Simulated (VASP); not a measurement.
Here is a VASP 6.6.1 calculation.

INCAR

```
SYSTEM = Si16Ge
ALGO = Normal
EDIFF = 1E-6
ENCUT = 520
ISIF = 2
ISMEAR = -1
LASPH = .TRUE.
LCHARG = .FALSE.
LREAL = Auto
LWAVE = .FALSE.
NBANDS = 53
NELM = 80
PREC = Accurate
SIGMA = 0.05
```

Contents of KPOINTS:

```
k-points
0
G
  2 2 2
  0 0 0
```

The input POSCAR:

```
Si16Ge
1.0
    0.0000000000      5.4300000000      5.4300000000
    5.4300000000      0.0000000000      5.4300000000
    5.4300000000      5.4300000000      0.0000000000
Si Ge
16 1
Direct
   -0.0003060448      0.0002718971     -0.0002883347
    0.1240118270      0.1245923734      0.1240300190
    0.0039205535      0.0048331293      0.4952869530
    0.1239460573      0.1245892974      0.6268174656
    0.0040372930      0.4959218370      0.0040602826
    0.1240077778      0.6273204774      0.1240262273
    0.0039084318      0.4958950286      0.4952822563
    0.1349286228      0.6218852603      0.6212443013
    0.4952675966      0.0048315168      0.0039416187
    0.6268011827      0.1245885932      0.1239634669
    0.4952132226      0.0047301669      0.4952321457
    0.6211427643      0.1360381810      0.6211576375
    0.4952627482      0.4958947422      0.0039296604
    0.6212251214      0.6218812332      0.1349562682
    0.4992900691      0.5006245164      0.4993231375
    0.6211243207      0.6215854790      0.6211387435
    0.7493111559      0.7505932706      0.7493366511
```

Potentials or basis: VASP PAW LDA potentials, release 64 (Si, Ge_d).

Command:

```sh
$ cat potpaw_LDA.64/Si/POTCAR potpaw_LDA.64/Ge_d/POTCAR > POTCAR
$ mpirun -np 1 vasp_std > vasp.out
```

Task: What does it give for the pressure?

Result: 3.0 GPa.

Task: What does it give for the largest force?

Result: 0.022 eV/Å.

Task: Predict the band gap on the k mesh.

Result: Zero (band 39 reaches 6.86 eV, above the bottom of band 40 at 6.56 eV).

Forces on the atoms (eV/Å):
```
Si   0.000  0.005  0.000
Si   0.010  0.004  0.010
Si  -0.002  0.006 -0.001
Si  -0.011 -0.013  0.010
Si   0.000 -0.004  0.001
Si  -0.010  0.004 -0.010
Si   0.001  0.007  0.003
Si  -0.003 -0.002  0.002
Si  -0.001  0.006 -0.002
Si   0.010 -0.013 -0.010
Si   0.000  0.009  0.000
Si   0.005 -0.018  0.005
Si   0.003  0.007  0.001
Si   0.002 -0.002 -0.003
Si   0.001  0.017  0.001
Si  -0.006 -0.020 -0.007
Ge   0.001  0.007  0.001
```

Caveat: the k points lie up to 0.50 Å⁻¹ apart.
